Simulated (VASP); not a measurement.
**Pd3Pt: single point with PBE**

Crystal: Pd3Pt.

```
CELL_PARAMETERS angstrom
0.00000 3.06789 3.06789
3.06789 0.00000 3.06789
3.06789 3.06789 0.00000
ATOMIC_POSITIONS crystal
Pd 0.25000 0.25000 0.25000
Pd 0.75000 0.75000 0.75000
Pd 0.50000 0.50000 0.50000
Pt 0.00000 0.00000 0.00000
```

The cell was built from a structure type or drawn by symmetry, and may not be a known phase.

```
Program             : VASP 6.6.1
Task                : single point
Functional          : PBE
Potentials or basis : VASP PAW PBE potentials, release 64 (Pd, Pt)
Cutoff              : 520 eV
k mesh              : 6 × 6 × 6
Occupations         : gaussian, width 0.1 eV
Spin                : no spin polarisation
```

| Item | Value |
| --- | --- |
| Pressure | 15.5 GPa |
| Band gap on the k mesh | zero (bands 20 and 21 overlap by 1.04 eV) |

Levels at points of the mesh, in eV from the Fermi level:
```csv
k point,band 16,band 17,band 18,band 19,band 20,band 21,band 22,band 23,band 24,band 25
"(0.00, 0.00, 0.00)",-0.94,-0.55,-0.55,0.25,0.25,0.25,7.36,8.62,8.91,8.91
"(0.50, 0.00, 0.00)",-1.07,-0.82,-0.82,-0.56,-0.56,0.01,0.24,7.82,7.82,8.10
"(0.50, 0.50, 0.00)",-1.20,-0.99,-0.65,0.43,0.53,0.71,0.71,0.96,0.96,7.24
```

Run time: 26 s on 1 thread of Intel Xeon 8259CL, with other jobs on the host, peak memory 0.18 GiB.

Caveat: the cell stands under pressure; spin-orbit coupling is left out, which moves the levels of the heavy elements.
